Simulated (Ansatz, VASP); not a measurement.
**One calculation of Li2ZnO2, two programs**

```
Li Zn O
1.0
     3.54781    0.00000    0.00000
     0.00000    3.54781    0.00000
     0.00000    0.00000    4.81250
Li Zn O
2 1 2
Direct
  0.00000 0.50000 0.50000
  0.50000 0.00000 0.50000
  0.00000 0.00000 0.00000
  0.50000 0.50000 0.24000
  0.50000 0.50000 0.76000
```

Change from the starting cell: species swapped into the CeMg2Si2 type (P4/mmm, No. 123).

Alike in both runs: task relaxation of cell and atoms; functional PBE; k mesh 6 × 6 × 4; occupations gaussian, width 0.1 eV; no spin polarisation.

```csv
,VASP,Ansatz
version,VASP 6.6.1,Ansatz 0.2.0
potentials or method,"VASP PAW PBE potentials, release 64 (Li_sv, Zn, O), cutoff 600 eV","scalar-relativistic, plane waves, PAW"
valence electrons in the cell,30,30
```

|  | VASP | Ansatz | Ansatz less VASP |
| --- | --- | --- | --- |
| gap on the k mesh at the Fermi level, each at its own relaxed structure (eV) | 0.26 | 0.31 | +0.041 |
| relaxed volume (Å³/atom) | 8.89 | 8.88 | -0.009 |
| relaxed cell length with the largest relative difference (Å) | 2.915 | 2.913 | -0.0026 |

Noted on VASP's run: the cutoff is short for stress, so the pressure is rough; the volume moved by over 15 % at a fixed basis, so the end points are rough.
